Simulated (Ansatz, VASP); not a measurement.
## One calculation of Ta3N, two programs

```xyz
4
Lattice="3.1213 0.0973 0.1819 -1.4764 2.7518 -0.1819 0.4514 -0.2606 7.7486" Properties=species:S:1:pos:R:3 pbc="T T T"
Ta    0.1420   -0.2754    3.8743
Ta    0.1014    1.9942    1.3056
Ta    2.1277    0.8243    6.4430
N    -0.0490   -0.0849    0.0000
```

Alike in both runs: task single point; functional PBEsol; k mesh 14 × 14 × 6; occupations gaussian, width 0.1 eV; no spin polarisation.

|  | VASP | Ansatz |
| --- | --- | --- |
| version | VASP 6.6.1 | Ansatz 0.2.0 |
| potentials or method | VASP PAW PBE potentials, release 64 (Ta_pv, N), cutoff 520 eV | scalar-relativistic, plane waves, PAW |
| valence electrons in the cell | 38 | 44 |

VASP gave:

* gap on the k mesh at the Fermi level (eV): none
* pressure (GPa): -25.5
* traceless stress, the component that is largest in VASP (GPa): -4.75
* rms of the force components (eV/Å): 0.615

Problem. What did Ansatz give for the same quantities?

Solution. gap on the k mesh at the Fermi level (eV): none; pressure (GPa): -25.6; traceless stress, the component that is largest in VASP (GPa): -4.78; rms of the force components (eV/Å): 0.617.

VASP's potentials were made for PBE, not for PBEsol. Atom by atom the forces differ by 0.017 eV/Å (rms over components). A gap of «none» marks a metal or a gap that the smearing closes. VASP's potentials hold 38 valence electrons a cell and Ansatz's 44, so a difference there can come from the potentials and not from the codes. Ansatz's warnings: structure snapped to symmetry.

Neither program's run includes spin-orbit coupling.
